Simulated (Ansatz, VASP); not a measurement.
**Two plane-wave programs on MgBe3**

```
CELL_PARAMETERS angstrom
2.03892 1.17717 4.29901
-2.03892 1.17717 4.29901
0.00000 -2.35435 4.29901
ATOMIC_POSITIONS crystal
Mg 0.55726 0.55726 0.55726
Be 0.91281 0.91281 0.41484
Be 0.91281 0.41484 0.91281
Be 0.41484 0.91281 0.91281
```

Alike in both runs: functional PBE; k mesh 12 × 12 × 12; occupations gaussian, width 0.1 eV; no spin polarisation.

Ansatz relaxed the structure, and its values are those at the end. VASP's run is a single point on that final structure, the one shown.

```csv
,VASP,Ansatz
version,VASP 6.6.1,Ansatz 0.2.0
potentials or method,"VASP PAW PBE potentials, release 64 (Mg, Be), cutoff 520 eV","scalar-relativistic, plane waves, PAW"
valence electrons in the cell,8,16
```

```csv
,VASP,Ansatz,Ansatz less VASP
gap on the k mesh at the Fermi level (eV),none,none,-
pressure (GPa),0.0,0.0,0.00
```

A gap of «none» marks a metal or a gap that the smearing closes. VASP's potentials hold 8 valence electrons a cell and Ansatz's 16, so a difference there can come from the potentials and not from the codes.
